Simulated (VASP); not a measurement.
Si16Ni16H (a cell with a defect) (H interstitial hop): single point with PBE

Si16Ni16H (a cell with a defect) (H interstitial hop):

```
Si Ni H
1.0
    -5.13841    3.39706    5.59850
     5.13841   -3.39706    5.59850
     5.13841    3.39706   -5.59850
Si Ni H
16 16 1
Direct
  0.17048 0.20609 0.78397
  0.16283 0.69290 0.27059
  0.67321 0.20885 0.28640
  0.67169 0.70440 0.78501
  0.33948 0.28935 0.20764
  0.32791 0.78521 0.70925
  0.83198 0.28848 0.70109
  0.83714 0.79075 0.20982
  0.34074 0.13203 0.53804
  0.33410 0.61964 0.03264
  0.83001 0.11598 0.03042
  0.83445 0.61677 0.53177
  0.17553 0.38267 0.45845
  0.17392 0.88083 0.95878
  0.67144 0.37469 0.95535
  0.67510 0.87978 0.45820
  0.46811 0.09541 0.87528
  0.46918 0.59455 0.37314
  0.97198 0.09674 0.37564
  0.96915 0.59477 0.87226
  0.03451 0.39552 0.11104
  0.03715 0.90156 0.61624
  0.54109 0.40532 0.61808
  0.53890 0.90153 0.11741
  0.04024 0.41152 0.62729
  0.03196 0.90958 0.12215
  0.53330 0.41214 0.12424
  0.54186 0.90665 0.62822
  0.46897 0.08316 0.36222
  0.47415 0.58513 0.86783
  0.97221 0.08823 0.86711
  0.96751 0.58154 0.36080
  0.28441 0.89404 0.48669
```

| Item | Value |
| --- | --- |
| Program | VASP 6.6.1 |
| Task | single point |
| Functional | PBE |
| Potentials or basis | VASP PAW PBE potentials, release 64 (Si, Ni, H) |
| Cutoff | 520 eV |
| k mesh | 1 × 1 × 1 |
| Occupations | methfessel-paxton, width 0.1 eV |
| Spin | no spin polarisation |

```yaml
Pressure: -0.1 GPa
Largest_force: 0.037 eV/Å
```

Forces in eV/Å, atoms in the order of the input:
```
Si   0.002 -0.003  0.000
Si   0.030 -0.002  0.008
Si   0.007 -0.002  0.003
Si   0.007 -0.008 -0.001
Si  -0.007  0.000  0.000
Si  -0.011  0.005  0.006
Si  -0.012  0.000 -0.007
Si   0.002  0.005  0.006
Si  -0.002  0.002 -0.010
Si   0.002  0.001 -0.001
Si  -0.001 -0.005 -0.002
Si  -0.004 -0.001 -0.012
Si   0.006  0.002  0.006
Si  -0.002  0.000  0.002
Si  -0.010 -0.005 -0.003
Si   0.008 -0.002  0.007
Ni   0.005 -0.002  0.002
Ni   0.013  0.001  0.001
Ni   0.012 -0.003  0.000
Ni   0.010 -0.006  0.003
Ni  -0.014  0.003  0.003
Ni  -0.011  0.000 -0.007
Ni  -0.016  0.004  0.005
Ni  -0.001  0.002 -0.005
Ni   0.010  0.000  0.002
Ni   0.013  0.008  0.003
Ni   0.010  0.005  0.000
Ni   0.001  0.037  0.006
Ni  -0.010 -0.004  0.003
Ni  -0.015  0.001 -0.003
Ni  -0.018 -0.007 -0.001
Ni  -0.008 -0.003  0.004
H    0.005 -0.026 -0.018
```

Stress tensor (GPa, compression positive):
```
 3.02  0.09  0.99
 0.09 -8.50 -1.08
 0.99 -1.08  5.19
```

Levels at points of the mesh, in eV from the Fermi level:
```
           k point  band 111  band 112  band 113  band 114  band 115  band 116
(0.00, 0.00, 0.00)     -0.23     -0.19     -0.01      0.12      0.14      0.15
```

Run time: 4.2 min on 1 thread of Intel(R) Xeon(R) Platinum 8259CL CPU @ 2.50GHz (Skylake/Cascade Lake), on a shared host, peak memory 0.56 GiB.

Caveat: the k points lie up to 1.11 Å⁻¹ apart. Spin polarisation is off, so any magnetic state and its effect on volume and gap are missing.
